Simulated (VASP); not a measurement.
Here is a VASP 6.6.1 calculation.

File INCAR:

```
SYSTEM = Sc
ALGO = Normal
EDIFF = 1E-7
ENCUT = 520
ISIF = 2
ISMEAR = -1
LASPH = .True.
LCHARG = .False.
LREAL = .False.
LWAVE = .False.
NBANDS = 18
NELM = 100
PREC = Accurate
SIGMA = 0.02
```

KPOINTS

```
k-points
0
Gamma
  9 9 5
  0 0 0
```

POSCAR

```
Sc
1.0
    3.2312742327      0.0000000000      0.0000000000
   -1.6156371163      2.7983655721      0.0000000000
    0.0000000000      0.0000000000      4.9855209620
Sc
2
Direct
    0.3333333333      0.6666666667      0.2500000000
    0.6666666667      0.3333333333      0.7500000000
```

Potentials or basis: VASP PAW LDA potentials, release 64 (Sc_sv).

Launch:

```console
$ cat potpaw_LDA.64/Sc_sv/POTCAR > POTCAR
$ mpirun -np 1 vasp_std > vasp.out
```

Problem. Estimate the band gap on the k mesh.

Solution. Zero (band 11 reaches 5.00 eV, above the bottom of band 12 at 3.38 eV).

Problem. Predict the pressure.

Solution. 0.1 GPa.

Stress tensor (GPa, compression positive):
```
0.04 0.00 0.00
0.00 0.04 0.00
0.00 0.00 0.15
```
